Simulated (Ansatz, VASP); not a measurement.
Fe in VASP and in Ansatz

The input INCAR:

```
SYSTEM = Fe
PREC     = Accurate       ! precision mode
ENCUT    = 600            ! plane-wave cutoff, eV
EDIFF    = 1E-6           ! SCF threshold, eV
ISMEAR   = -1             ! smearing method
SIGMA    = 0.1            ! smearing width, eV
LREAL    = .False.        ! projectors in reciprocal space
LASPH    = .True.         ! aspherical terms in the spheres
NELM     = 120            ! most SCF steps
ALGO     = Normal         ! electronic algorithm
ISIF     = 2              ! what is computed and relaxed
LWAVE    = .False.        ! write WAVECAR
LCHARG   = .True.         ! write CHGCAR
GGA      = PE             ! functional
LELF     = .True.         ! ELF
LVHAR    = .True.       
NBANDS   = 10             ! bands
GGA_COMPAT= .False.
```

KPOINTS

```
Automatic mesh
0
Gamma
  13 13 13
  0 0 0
```

Contents of POSCAR:

```
Fe
1.0
   -1.4290000000      1.4290000000      1.4290000000
    1.4290000000     -1.4290000000      1.4290000000
    1.4290000000      1.4290000000     -1.4290000000
Fe
1
Direct
    0.0000000000      0.0000000000      0.0000000000
```

Input for Ansatz:

```yaml
crystal:
  lattice:
    - [-1.429, 1.429, 1.429]
    - [1.429, -1.429, 1.429]
    - [1.429, 1.429, -1.429]
  atoms:
    - { symbol: Fe, position: [0.0, 0.0, 0.0] }
hamiltonian:
  xc: pbe
  pseudopotentials: { kind: paw }
basis:
  ecutwfc: 420
kpoints:
  mp_grid: { grid: [13, 13, 13] }
scf:
  occupations: { method: fermi_dirac, width: 0.1 }
  lower_state_search: "off"
  algorithm: density_mixing
  max_iter: 70
  mixing: { algorithm: anderson, ndim: 8, beta: 0.5, preconditioner: none }
output:
  forces: true
  stress: true
```

Alike in both runs: task single point; functional PBE; k mesh 13 × 13 × 13; occupations fermi-dirac, width 0.1 eV; no spin polarisation.

|  | VASP | Ansatz |
| --- | --- | --- |
| version | VASP 6.6.1 | Ansatz 0.2.0 |
| potentials or method | VASP PAW PBE potentials, release 64 (Fe), cutoff 600 eV | PAW, plane waves, scalar-relativistic |
| valence electrons in the cell | 8 | 16 |

Ansatz gave:

- pressure (GPa): -21.3

Estimate VASP's values.

pressure (GPa): -21.5.

VASP's potentials hold 8 valence electrons a cell and Ansatz's 16, so a difference there can come from the potentials and not from the codes.
